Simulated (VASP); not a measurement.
# Ag (Im-3m) in VASP: single point with PBE

Aim: the single point of Ag with PBE.

Program: VASP 6.6.1. These are calculated values, not measurements. Logs are shortened: lines on timing, memory, paths and dates and some standing lists are left out, and cuts for length are marked.

**1. The cell of the first run**

Symmetry: Im-3m, No. 229, cubic system. The conventional cell has a = 2.756 Å, b = 2.756 Å, c = 2.756 Å, α = 90.00°, β = 90.00°, γ = 90.00°. Ag (site symmetry m-3m) has 14 Ag at 2.39 to 2.76 Å within 3.2 Å.

**2. Single point, PBE**

Input file INCAR:

```
SYSTEM = Ag
PREC = Accurate
ENCUT = 520
EDIFF = 1E-6
ISMEAR = -1
SIGMA = 0.1
LREAL = .False.
LASPH = .True.
NELM = 80
ALGO = Normal
ISIF = 2
LWAVE = .False.
LCHARG = .False.
GGA = PE
NBANDS = 12
```

Input file KPOINTS:

```
Automatic mesh
0
Gamma
  19 19 19
  0 0 0
```

Input file POSCAR:

```
Ag
1.0
   -1.3778739270      1.3778739270      1.3778739270
    1.3778739270     -1.3778739270      1.3778739270
    1.3778739270      1.3778739270     -1.3778739270
Ag
1
Direct
    0.0000000000      0.0000000000      0.0000000000
```

Potentials or basis: VASP PAW PBE potentials, release 64 (Ag).

The run is started by

```bash
$ cat potpaw_PBE.64/Ag/POTCAR > POTCAR
$ mpirun -np 1 vasp_std > vasp.out
```

OUTCAR:

```text
SYSTEM = Ag
   PREC = Accurate
   ENCUT = 520
   EDIFF = 1E-6
   ISMEAR = -1
   LREAL = .False.
   LASPH = .True.
   NELM = 80
   ISIF = 2
   GGA = PE

 ion  position               nearest neighbor table
   1  0.000  0.000  0.000-

  LATTYP: Found a body centered cubic cell.
 ALAT       =     2.7557478540

  Lattice vectors:

 A1 = (  -1.3778739270,   1.3778739270,   1.3778739270)
 A2 = (   1.3778739270,  -1.3778739270,   1.3778739270)
 A3 = (   1.3778739270,   1.3778739270,  -1.3778739270)

Analysis of symmetry for initial positions (statically):
=====================================================================
 Subroutine PRICEL returns:
 Original cell was already a primitive cell.

 Routine SETGRP: Setting up the symmetry group for a
 body centered cubic supercell.

 Subroutine GETGRP returns: Found 48 space group operations
 (whereof 48 operations were pure point group operations)
 out of a pool of 48 trial point group operations.

The static configuration has the point symmetry O_h .

Analysis of symmetry for dynamics (positions and initial velocities):
=====================================================================
 Subroutine PRICEL returns:
 Original cell was already a primitive cell.

 Routine SETGRP: Setting up the symmetry group for a
 body centered cubic supercell.

 Subroutine GETGRP returns: Found 48 space group operations
 (whereof 48 operations were pure point group operations)
 out of a pool of 48 trial point group operations.

The dynamic configuration has the point symmetry O_h .

 Subroutine INISYM returns: Found 48 space group operations
 (whereof 48 operations are pure point group operations),
 and found     1 'primitive' translations

----------------------------------------------------------------------------------------

                                     Primitive cell

  volume of cell :      10.4638

  direct lattice vectors                    reciprocal lattice vectors
    -1.377873927  1.377873927  1.377873927     0.000000000  0.362877902  0.362877902
     1.377873927 -1.377873927  1.377873927     0.362877902  0.000000000  0.362877902
     1.377873927  1.377873927 -1.377873927     0.362877902  0.362877902  0.000000000

  length of vectors
     2.386547648  2.386547648  2.386547648     0.513186851  0.513186851  0.513186851

[... 76 lines left out ...]
   ENCUT  =  520.0 eV  38.22 Ry    6.18 a.u.   4.44  4.44  4.44*2*pi/ulx,y,z
   NELM   =     80;   NELMIN=  2; NELMDL= -5     # of ELM steps
   EDIFF  = 0.1E-05   stopping-criterion for ELM
   LREAL  =      F    real-space projection
   EDIFFG = 0.1E-04   stopping-criterion for IOM
   NSW    =      0    number of steps for IOM
   IBRION =     -1    ionic relax: 0-MD 1-quasi-New 2-CG
   NFREE  =      0    steps in history (QN), initial steepest desc. (CG)
   ISIF   =      2    stress and relaxation
   ISYM   =      2    0-nonsym 1-usesym 2-fastsym
   POTIM  = 0.5000    time-step for ionic-motion
   TEBEG  =    0.0;   TEEND  =   0.0 temperature during run
   PSTRESS=    0.0 pullay stress
   NELECT =      11.0000    total number of electrons
   NUPDOWN=      -1.0000    fix difference up-down
   EMIN   =  10.00;   EMAX   =-10.00  energy-range for DOS
   EFERMI =   0.00;   METHOD = LEGACY
   ISMEAR =    -1;   SIGMA  =   0.10  broadening in eV -4-tet -1-fermi 0-gaus
   EFERMI_NEDOS =   21; number of points for ismear=-14 and -15
   IALGO  =     38    algorithm
   IMIX   =      4    mixing-type and parameters
     AMIX     =   0.40;   BMIX     =  1.00
     AMIX_MAG =   1.60;   BMIX_MAG =  1.00
  volume/ion in A,a.u.               =      10.46        70.61
  Fermi-wavevector in a.u.,A,eV,Ry     =   1.664599  3.145636 37.700236  2.770889
  Thomas-Fermi vector in A             =   2.751115
   LORBIT       =      0    0 simple, 1 ext, 2 COOP (PROOUT), +10 PAW based schemes
   GGA     = PE    functional components
   LHFCALC =     F    Hartree Fock is set to
   AEXX    =    0.0000 exact exchange contribution
   IVDW    =     0    specifies the selected vdW correction
   LEPSILON=     F    determine dielectric tensor
   LRPA    =     F    only Hartree local field effects (RPA)
 non-spin polarized calculation
  energy-cutoff  :      520.00
  volume of cell :       10.46
 maximum number of plane-waves:       321
 NGX is ok and might be reduce to    18
   NGX =  9   NGY =  9   NGZ =  9

 number of electron      10.9999994 magnetization

 Free energy of the ion-electron system (eV)
  ---------------------------------------------------
  ext. energy  EPLUGINS =         0.00000000
  ---------------------------------------------------
  free energy    TOTEN  =         0.18298611 eV

  energy without entropy =        0.18943927  energy(sigma->0) =        0.18621269

 E-fermi :  17.8736     XC(G=0): -15.3780

 val. band max:       17.8186901544   @ k =  -0.3684   0.4737   0.0526
 cond. band min:      17.9545146479   @ k =  -0.4737   0.4737   0.1053
 fundamental gap:      0.1358244935
 Fermi energy:        17.8736407667

 k-point     1 :       0.0000    0.0000    0.0000
  band No.  band energies     occupation
      1       5.3483      2.00000
      2       9.8264      2.00000
      3       9.8264      2.00000
      4       9.8264      2.00000
      5      12.7113      2.00000
      6      12.7113      2.00000
      7      36.1422      0.00000
      8      36.1422      0.00000
      9      36.1422      0.00000
     10      48.4188      0.00000
     11      48.4188      0.00000
     12      52.4212      0.00000
[... 331 lines left out ...]
 k-point    24 :       0.3158    0.1053    0.0000
  band No.  band energies     occupation
      1       7.2590      2.00000
      2       8.3962      2.00000
      3      11.6065      2.00000
      4      12.4576      2.00000
      5      13.3519      2.00000
      6      15.7814      2.00000
      7      29.1596      0.00000
      8      32.6941      0.00000
      9      37.5513      0.00000
     10      42.7032      0.00000
     11      46.6232      0.00000
     12      48.4274      0.00000

 [... further k-points ...]
[... 5 lines left out ...]
  --------------------------------------------------------------------------------------
  -------------------------------------------------------------------------------------
  Total       14.2908759     14.2908759     14.2908759      0.0000000     -0.0000000      0.0000000
  in kB     2188.1696540   2188.1696540   2188.1696540      0.0000000     -0.0000000      0.0000000
  external PRESSURE =    2188.1696540 kB  Pullay stress =       0.0000000 kB

 VOLUME and BASIS-vectors are now :
 -----------------------------------------------------------------------------
  energy-cutoff  :      520.00
  volume of cell :       10.46
      direct lattice vectors                 reciprocal lattice vectors
    -1.377873927  1.377873927  1.377873927     0.000000000  0.362877902  0.362877902
     1.377873927 -1.377873927  1.377873927     0.362877902  0.000000000  0.362877902
     1.377873927  1.377873927 -1.377873927     0.362877902  0.362877902  0.000000000

 POSITION                                       TOTAL-FORCE (eV/Angst)
 -----------------------------------------------------------------------------------
      0.00000      0.00000      0.00000         0.000000      0.000000      0.000000
 -----------------------------------------------------------------------------------
    total drift:                                0.000000      0.000000      0.000000

  FREE ENERGIE OF THE ION-ELECTRON SYSTEM (eV)
  ---------------------------------------------------
  free  energy   TOTEN  =         0.1829861145 eV

  energy  without entropy=        0.1894392650  energy(sigma->0) =        0.18621269
```

OSZICAR:

```text
N       E                     dE             d eps       ncg     rms          rms(c)
DAV:   1     0.564074054656E+02    0.56407E+02   -0.57674E+03  5336   0.894E+02
DAV:   2     0.687829708528E+00   -0.55720E+02   -0.53640E+02  6188   0.221E+02
DAV:   3    -0.135845736483E+00   -0.82368E+00   -0.82319E+00  6324   0.263E+01
DAV:   4    -0.137608581033E+00   -0.17628E-02   -0.17628E-02  6204   0.132E+00
DAV:   5    -0.137615505099E+00   -0.69241E-05   -0.69232E-05  6348   0.714E-02    0.222E+01
DAV:   6     0.106328661524E+00    0.24394E+00   -0.34026E-01  6828   0.597E+00    0.129E+01
DAV:   7     0.177807345317E+00    0.71479E-01   -0.99739E-02  7644   0.313E+00    0.252E+00
DAV:   8     0.183013682953E+00    0.52063E-02   -0.84697E-03  5836   0.999E-01    0.148E-01
DAV:   9     0.182992549830E+00   -0.21133E-04   -0.42192E-05  6392   0.628E-02    0.160E-02
DAV:  10     0.182986216656E+00   -0.63332E-05   -0.35320E-06  6652   0.131E-02    0.268E-03
DAV:  11     0.182986114461E+00   -0.10220E-06   -0.47403E-08  3944   0.180E-03
   1 F= 0.18298611E+00 E0= 0.18621269E+00  d E =-.645315E-02
```

stdout:

```text
POSCAR found type information on POSCAR Ag
 POSCAR found :  1 types and       1 ions
 scaLAPACK will be used
 LDA part: xc-table for (Slater+PW92), standard interpolation
 POSCAR, INCAR and KPOINTS ok, starting setup
 FFT: planning ... GRIDC
 FFT: planning ... GRID_SOFT
 FFT: planning ... GRID
 WAVECAR not read
 entering main loop
```

Wall time 13 s (1 thread of Intel Xeon 6975P-C (Granite Rapids), shared host); peak memory 0.14 GiB.

Results:

* Free energy: 0.1830 eV
* Pressure: 218.8 GPa

Levels at points of the mesh, in eV from the Fermi level:
| k point | band 2 | band 3 | band 4 | band 5 | band 6 | band 7 | band 8 | band 9 | band 10 | band 11 |
| --- | --- | --- | --- | --- | --- | --- | --- | --- | --- | --- |
| (0.00, 0.00, 0.00) | -8.05 | -8.05 | -8.05 | -5.16 | -5.16 | 18.27 | 18.27 | 18.27 | 30.55 | 30.55 |
